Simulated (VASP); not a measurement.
A run of VASP 6.6.1:

The input INCAR:

```
SYSTEM = CdSe
PREC = Accurate
ENCUT = 520
EDIFF = 1E-6
ISMEAR = 0
SIGMA = 0.02
LREAL = .False.
LASPH = .True.
NELM = 100
ALGO = Normal
ISIF = 2
LWAVE = .False.
LCHARG = .True.
GGA = PE
LELF = .True.
LVHAR = .True.
NBANDS = 46
```

The input KPOINTS:

```
Automatic mesh
0
Gamma
  4 6 4
  0 0 0
```

File POSCAR:

```
CdSe
1.0
    7.7788573025      0.0000000000      0.0000000000
    0.0000000000      4.5401340677      0.0000000000
    0.0000000000      0.0000000000      7.5590452570
Cd Se
4 4
Direct
    0.8457483710      0.7500000000      0.3912121355
    0.6542516290      0.2500000000      0.8912121355
    0.3457483710      0.7500000000      0.1087878645
    0.1542516290      0.2500000000      0.6087878645
    0.8036368916      0.2500000000      0.5793921768
    0.6963631084      0.7500000000      0.0793921768
    0.3036368916      0.2500000000      0.9206078232
    0.1963631084      0.7500000000      0.4206078232
```

Potentials or basis: VASP PAW PBE potentials, release 64 (Cd, Se).

Command:

```bash
$ cat potpaw_PBE.64/Cd/POTCAR potpaw_PBE.64/Se/POTCAR > POTCAR
$ mpirun -np 1 vasp_std > vasp.out
```

Hardware: 1 thread of Intel Xeon 8259CL, on a shared host.

Problem. Estimate the wall time of this run.

Solution. Wall time 12 min on 1 thread of Intel Xeon 8259CL (shared host), peak memory 0.54 GiB. Counts: scf iterations 15, k points 36.
